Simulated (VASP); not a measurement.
Here is a VASP 6.6.1 calculation.

File INCAR:

```
PREC     = Accurate       # precision mode
ENCUT    = 520            # plane-wave cutoff, eV
EDIFF    = 1E-7           # SCF threshold, eV
ISMEAR   = 0              # smearing method
SIGMA    = 0.1            # smearing width, eV
LREAL    = F              # projectors in reciprocal space
LASPH    = T              # aspherical terms in the spheres
NELM     = 150            # most SCF steps
ALGO     = Normal         # electronic algorithm
ISIF     = 2              # what is computed and relaxed
LWAVE    = F              # write WAVECAR
LCHARG   = F              # write CHGCAR
ISPIN    = 2              # spin polarisation
MAGMOM   = 0 0 0 0 1 0    # initial moments
LORBIT   = 11             # projections on sites
LMAXMIX  = 4              # l up to which the mixer works
GGA      = PE             # functional
NBANDS   = 26             # bands
```

Contents of KPOINTS:

```
Automatic mesh
0
Gamma
  4 4 4
```

The input POSCAR:

```
Mg4TiN
1.0
    0.0000000000      4.3369180571      4.3369180571
    4.3369180571      0.0000000000      4.3369180571
    4.3369180571      4.3369180571      0.0000000000
Mg Ti N
4 1 1
Direct
    0.3791645199      0.3791645199      0.3791645199
    0.3791645199      0.3791645199      0.8625064403
    0.3791645199      0.8625064403      0.3791645199
    0.8625064403      0.3791645199      0.3791645199
    0.7500000000      0.7500000000      0.7500000000
    0.2500000000      0.2500000000      0.2500000000
```

Potentials or basis: VASP PAW PBE potentials, release 64 (Mg, Ti_sv, N).

The run is started by

```sh
$ cat potpaw_PBE.64/Mg/POTCAR potpaw_PBE.64/Ti_sv/POTCAR potpaw_PBE.64/N/POTCAR > POTCAR
$ mpirun -np 1 vasp_std > vasp.out
```

(1) What does it give for the net moment?

(2) Predict the pressure.

Results:

(1) -0.04 μB per cell.

(2) -0.3 GPa.
